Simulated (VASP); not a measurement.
# Ca (Im-3m) in VASP: single point with PBE

Aim: the single point of Ca with PBE.

All numbers are computed with VASP 6.6.1; they aren't measurements. Logs are shortened: lines on timing, memory, paths and dates and some standing lists are left out, and cuts for length are marked.

## 1. The cell of the first run

The structure is cubic, space group Im-3m (No. 229). Conventional cell: a = 4.480 Å, b = 4.480 Å, c = 4.480 Å, α = 90.00°, β = 90.00°, γ = 90.00°. Within 5.1 Å of Ca (site symmetry m-3m) lie 14 Ca at 3.88 to 4.48 Å.

## 2. Single point, PBE

Input file INCAR:

```
PREC = Accurate
ENCUT = 520
EDIFF = 1E-6
ISMEAR = 0
SIGMA = 0.15
LREAL = False
LASPH = True
NELM = 100
ALGO = Fast
ISIF = 2
LWAVE = False
LCHARG = False
GGA = PE
NBANDS = 11
```

Input file KPOINTS:

```
regular mesh
0
Gamma
  16 16 16
```

Input file POSCAR:

```
Ca
1.0
   -2.2400000000      2.2400000000      2.2400000000
    2.2400000000     -2.2400000000      2.2400000000
    2.2400000000      2.2400000000     -2.2400000000
Ca
1
Direct
    0.0000000000      0.0000000000      0.0000000000
```

Potentials or basis: VASP PAW PBE potentials, release 64 (Ca_sv).

Command:

```
> cat potpaw_PBE.64/Ca_sv/POTCAR > POTCAR
> mpirun -np 1 vasp_std > vasp.out
```

OUTCAR:

```text
PREC = Accurate
   ENCUT = 520
   EDIFF = 1E-6
   ISMEAR = 0
   LREAL = False
   LASPH = True
   NELM = 100
   ISIF = 2
   GGA = PE

 ion  position               nearest neighbor table
   1  0.000  0.000  0.000-

  LATTYP: Found a body centered cubic cell.
 ALAT       =     4.4800000000

  Lattice vectors:

 A1 = (  -2.2400000000,   2.2400000000,   2.2400000000)
 A2 = (   2.2400000000,  -2.2400000000,   2.2400000000)
 A3 = (   2.2400000000,   2.2400000000,  -2.2400000000)

Analysis of symmetry for initial positions (statically):
=====================================================================
 Subroutine PRICEL returns:
 Original cell was already a primitive cell.

 Routine SETGRP: Setting up the symmetry group for a
 body centered cubic supercell.

 Subroutine GETGRP returns: Found 48 space group operations
[... 9 lines left out ...]

 Routine SETGRP: Setting up the symmetry group for a
 body centered cubic supercell.

 Subroutine GETGRP returns: Found 48 space group operations
[... 11 lines left out ...]
                                     Primitive cell

  volume of cell :      44.9577

  direct lattice vectors                    reciprocal lattice vectors
    -2.240000000  2.240000000  2.240000000     0.000000000  0.223214286  0.223214286
     2.240000000 -2.240000000  2.240000000     0.223214286  0.000000000  0.223214286
     2.240000000  2.240000000 -2.240000000     0.223214286  0.223214286  0.000000000

  length of vectors
     3.879793809  3.879793809  3.879793809     0.315672670  0.315672670  0.315672670

  position of ions in fractional coordinates (direct lattice)
     0.000000000  0.000000000  0.000000000

  ion indices of the primitive-cell ions
   primitive index   ion index
                 1           1

----------------------------------------------------------------------------------------

 KPOINTS: regular mesh

Automatic generation of k-mesh.
 Grid dimensions read from file:
 generate k-points for:   16   16   16

 Generating k-lattice:

  Cartesian coordinates                     Fractional coordinates (reciprocal lattice)
     0.000000000  0.013950893  0.013950893     0.062500000  0.000000000  0.000000000
     0.013950893  0.000000000  0.013950893     0.000000000  0.062500000  0.000000000
     0.013950893  0.013950893  0.000000000     0.000000000  0.000000000  0.062500000

  Length of vectors
     0.019729542  0.019729542  0.019729542

  Shift w.r.t. Gamma in fractional coordinates (k-lattice)
     0.000000000  0.000000000  0.000000000

 Subroutine IBZKPT returns following result:
 ===========================================

 Found    145 irreducible k-points:

 Following reciprocal coordinates:
            Coordinates               Weight
  0.000000  0.000000  0.000000      1.000000
  0.062500  0.000000  0.000000     12.000000
  0.125000  0.000000  0.000000     12.000000
  0.187500  0.000000  0.000000     12.000000
  0.250000  0.000000  0.000000     12.000000
  0.312500  0.000000  0.000000     12.000000
[... 16 lines left out ...]
  0.187500  0.187500  0.000000     24.000000
  0.250000  0.187500  0.000000     48.000000
 [... further k-points ...]
   k-points           NKPTS =    145   k-points in BZ     NKDIM =    145   number of bands    NBANDS=     11
   number of dos      NEDOS =    301   number of ions     NIONS =      1
   total plane-waves  NPLWV =  27000
   dimension x,y,z NGX =    30 NGY =   30 NGZ =   30
   dimension x,y,z NGXF=    60 NGYF=   60 NGZF=   60
   ions per type =               1
   NGX,Y,Z   is equivalent  to a cutoff of  12.85, 12.85, 12.85 a.u.
   NGXF,Y,Z  is equivalent  to a cutoff of  25.71, 25.71, 25.71 a.u.
 SYSTEM =  unknown system
   PREC   = accura    normal or accurate (medium, high low for compatibility)
   ISTART =      0    job   : 0-new  1-cont  2-samecut
   ICHARG =      2    charge: 1-file 2-atom 10-const
   ISPIN  =      1    spin polarized calculation?
   LNONCOLLINEAR =      F non collinear calculations
   LSORBIT =      F    spin-orbit coupling
   LASPH  =      T    aspherical Exc in radial PAW
   ENCUT  =  520.0 eV  38.22 Ry    6.18 a.u.   7.21  7.21  7.21*2*pi/ulx,y,z
   NELM   =    100;   NELMIN=  2; NELMDL= -5     # of ELM steps
   EDIFF  = 0.1E-05   stopping-criterion for ELM
   LREAL  =      F    real-space projection
   EDIFFG = 0.1E-04   stopping-criterion for IOM
   NSW    =      0    number of steps for IOM
   IBRION =     -1    ionic relax: 0-MD 1-quasi-New 2-CG
   NFREE  =      0    steps in history (QN), initial steepest desc. (CG)
   ISIF   =      2    stress and relaxation
   ISYM   =      2    0-nonsym 1-usesym 2-fastsym
   POTIM  = 0.5000    time-step for ionic-motion
   TEBEG  =    0.0;   TEEND  =   0.0 temperature during run
   PSTRESS=    0.0 pullay stress
   NELECT =      10.0000    total number of electrons
   NUPDOWN=      -1.0000    fix difference up-down
   EMIN   =  10.00;   EMAX   =-10.00  energy-range for DOS
   EFERMI =   0.00;   METHOD = LEGACY
   ISMEAR =     0;   SIGMA  =   0.15  broadening in eV -4-tet -1-fermi 0-gaus
   EFERMI_NEDOS =   21; number of points for ismear=-14 and -15
   IALGO  =     68    algorithm
   IMIX   =      4    mixing-type and parameters
     AMIX     =   0.40;   BMIX     =  1.00
     AMIX_MAG =   1.60;   BMIX_MAG =  1.00
  volume/ion in A,a.u.               =      44.96       303.39
  Fermi-wavevector in a.u.,A,eV,Ry     =   0.991913  1.874443 13.386649  0.983891
  Thomas-Fermi vector in A             =   2.123688
   LORBIT       =      0    0 simple, 1 ext, 2 COOP (PROOUT), +10 PAW based schemes
   GGA     = PE    functional components
   LHFCALC =     F    Hartree Fock is set to
   AEXX    =    0.0000 exact exchange contribution
   IVDW    =     0    specifies the selected vdW correction
   LEPSILON=     F    determine dielectric tensor
   LRPA    =     F    only Hartree local field effects (RPA)
 non-spin polarized calculation
 RMM-DIIS sequential band-by-band and
 Gauss-broadening in eV      SIGMA  =   0.15
  energy-cutoff  :      520.00
  volume of cell :       44.96
 maximum number of plane-waves:      1264
 NGX is ok and might be reduce to    30
   NGX = 15   NGY = 15   NGZ = 15

 number of electron      10.0000001 magnetization

 Free energy of the ion-electron system (eV)
  ---------------------------------------------------
  ext. energy  EPLUGINS =         0.00000000
  ---------------------------------------------------
  free energy    TOTEN  =        -1.91383991 eV

  energy without entropy =       -1.89560340  energy(sigma->0) =       -1.90472165

 E-fermi :   1.7667     XC(G=0):  -7.5428

 val. band max:        1.7650093059   @ k =   0.3750   0.1250   0.1250
 cond. band min:       1.7737385342   @ k =   0.3750   0.1875   0.0625
 fundamental gap:      0.0087292284
 Fermi energy:         1.7667011124

 k-point     1 :       0.0000    0.0000    0.0000
  band No.  band energies     occupation
      1     -40.4520      2.00000
      2     -21.3738      2.00000
      3     -21.3738      2.00000
      4     -21.3738      2.00000
      5      -2.1917      2.00000
      6       3.9641      0.00000
      7       3.9641      0.00000
      8       3.9641      0.00000
      9       4.9517      0.00000
     10       4.9517      0.00000
     11      11.6491      0.00000

 k-point     2 :       0.0625    0.0000    0.0000
  band No.  band energies     occupation
      1     -40.4515      2.00000
      2     -21.3781      2.00000
      3     -21.3753      2.00000
      4     -21.3738      2.00000
      5      -2.1244      2.00000
      6       3.9230      0.00000
      7       3.9403      0.00000
      8       4.0136      0.00000
      9       4.9016      0.00000
     10       4.9527      0.00000
     11      11.6292      0.00000

 k-point     3 :       0.1250    0.0000    0.0000
  band No.  band energies     occupation
      1     -40.4504      2.00000
      2     -21.3903      2.00000
      3     -21.3794      2.00000
      4     -21.3738      2.00000
      5      -1.9251      2.00000
      6       3.8099      0.00000
      7       3.8392      0.00000
      8       4.1600      0.00000
      9       4.8032      0.00000
     10       4.9588      0.00000
     11      11.0970      0.00000

 k-point     4 :       0.1875    0.0000    0.0000
  band No.  band energies     occupation
      1     -40.4486      2.00000
      2     -21.4084      2.00000
      3     -21.3856      2.00000
      4     -21.3737      2.00000
      5      -1.6009      2.00000
      6       3.6110      0.00000
      7       3.6508      0.00000
      8       4.3965      0.00000
      9       4.7544      0.00000
     10       4.9764      0.00000
     11      10.1946      0.00000

 k-point     5 :       0.2500    0.0000    0.0000
  band No.  band energies     occupation
      1     -40.4465      2.00000
      2     -21.4297      2.00000
      3     -21.3929      2.00000
      4     -21.3737      2.00000
      5      -1.1647      2.00000
      6       3.2705      0.00000
      7       3.4763      0.00000
      8       4.7103      0.00000
      9       4.7785      0.00000
     10       5.0115      0.00000
     11       9.1428      0.00000

 k-point     6 :       0.3125    0.0000    0.0000
  band No.  band energies     occupation
      1     -40.4444      2.00000
      2     -21.4508      2.00000
      3     -21.4001      2.00000
      4     -21.3736      2.00000
      5      -0.6364      2.00000
      6       2.8706      0.00000
      7       3.3138      0.00000
      8       4.8307      0.00000
      9       5.0645      0.00000
     10       5.0783      0.00000
     11       8.1661      0.00000

 k-point     7 :       0.3750    0.0000    0.0000
  band No.  band energies     occupation
      1     -40.4426      2.00000
      2     -21.4686      2.00000
      3     -21.4062      2.00000
      4     -21.3736      2.00000
      5      -0.0480      2.00000
      6       2.4375      0.00000
      7       3.1841      0.00000
      8       4.8635      0.00000
      9       5.1263      0.00000
     10       5.4576      0.00000
     11       7.3927      0.00000

 k-point     8 :       0.4375    0.0000    0.0000
  band No.  band energies     occupation
      1     -40.4414      2.00000
      2     -21.4804      2.00000
      3     -21.4103      2.00000
      4     -21.3735      2.00000
      5       0.5396      2.00000
      6       1.9840      0.04046
      7       3.1011      0.00000
      8       4.8575      0.00000
      9       5.1783      0.00000
     10       5.7694      0.00000
     11       6.9117      0.00000
[... 141 lines left out ...]
 k-point    19 :       0.2500    0.1250    0.0000
  band No.  band energies     occupation
      1     -40.4437      2.00000
      2     -21.4523      2.00000
      3     -21.4017      2.00000
      4     -21.3792      2.00000
      5      -0.4597      2.00000
      6       2.8421      0.00000
      7       3.2228      0.00000
      8       4.7314      0.00000
      9       5.1359      0.00000
     10       5.2055      0.00000
     11       8.0939      0.00000

 k-point    20 :       0.3125    0.1250    0.0000
  band No.  band energies     occupation
      1     -40.4421      2.00000
      2     -21.4665      2.00000
      3     -21.4094      2.00000
      4     -21.3794      2.00000
      5       0.1225      2.00000
      6       2.4473      0.00000
      7       3.0950      0.00000
      8       4.7920      0.00000
      9       5.1602      0.00000
     10       5.5694      0.00000
     11       7.2893      0.00000

 k-point    21 :       0.3750    0.1250    0.0000
  band No.  band energies     occupation
      1     -40.4410      2.00000
      2     -21.4758      2.00000
      3     -21.4147      2.00000
      4     -21.3795      2.00000
      5       0.7104      2.00000
      6       2.0178      0.01790
      7       3.0127      0.00000
      8       4.8050      0.00000
      9       5.1895      0.00000
     10       5.8768      0.00000
     11       6.7701      0.00000

 k-point    22 :       0.4375    0.1250   -0.0000
  band No.  band energies     occupation
      1     -40.4406      2.00000
      2     -21.4791      2.00000
      3     -21.4165      2.00000
      4     -21.3795      2.00000
      5       1.0831      2.00000
      6       1.7083      1.41795
      7       2.9842      0.00000
      8       4.7945      0.00000
      9       5.2106      0.00000
     10       6.0054      0.00000
     11       6.5908      0.00000

 k-point    23 :       0.1875    0.1875    0.0000
  band No.  band energies     occupation
      1     -40.4439      2.00000
      2     -21.4490      2.00000
      3     -21.4006      2.00000
      4     -21.3815      2.00000
      5      -0.5125      2.00000
      6       2.9281      0.00000
      7       3.2057      0.00000
      8       4.6913      0.00000
      9       5.1315      0.00000
     10       5.1883      0.00000
     11       8.3246      0.00000

 k-point    24 :       0.2500    0.1875    0.0000
  band No.  band energies     occupation
      1     -40.4422      2.00000
      2     -21.4604      2.00000
      3     -21.4099      2.00000
      4     -21.3829      2.00000
      5       0.0335      2.00000
      6       2.6207      0.00000
      7       3.0399      0.00000
      8       4.7549      0.00000
      9       5.1523      0.00000
     10       5.5320      0.00000
     11       7.4892      0.00000

 [... further k-points ...]
[... 5 lines left out ...]
  --------------------------------------------------------------------------------------
  -------------------------------------------------------------------------------------
  Total       -0.2745045     -0.2745045     -0.2745045     -0.0000000      0.0000000     -0.0000000
  in kB       -9.7826367     -9.7826367     -9.7826367     -0.0000000      0.0000000     -0.0000000
  external PRESSURE =      -9.7826367 kB  Pullay stress =       0.0000000 kB

 VOLUME and BASIS-vectors are now :
 -----------------------------------------------------------------------------
  energy-cutoff  :      520.00
  volume of cell :       44.96
      direct lattice vectors                 reciprocal lattice vectors
    -2.240000000  2.240000000  2.240000000     0.000000000  0.223214286  0.223214286
     2.240000000 -2.240000000  2.240000000     0.223214286  0.000000000  0.223214286
     2.240000000  2.240000000 -2.240000000     0.223214286  0.223214286  0.000000000

 POSITION                                       TOTAL-FORCE (eV/Angst)
 -----------------------------------------------------------------------------------
      0.00000      0.00000      0.00000        -0.000000     -0.000000     -0.000000
 -----------------------------------------------------------------------------------
    total drift:                               -0.000000     -0.000000      0.000000

  FREE ENERGIE OF THE ION-ELECTRON SYSTEM (eV)
  ---------------------------------------------------
  free  energy   TOTEN  =        -1.9138399057 eV

  energy  without entropy=       -1.8956034015  energy(sigma->0) =       -1.90472165
```

It took 61 s on 1 thread of AMD EPYC 7R43 (Zen 3), shared host; peak memory 0.18 GiB.

What came out:

* Free energy: -1.9138 eV
* Pressure: -1.0 GPa
* Band gap on the k mesh: zero (band 5 reaches 2.10 eV, above the bottom of band 6 at 1.69 eV)
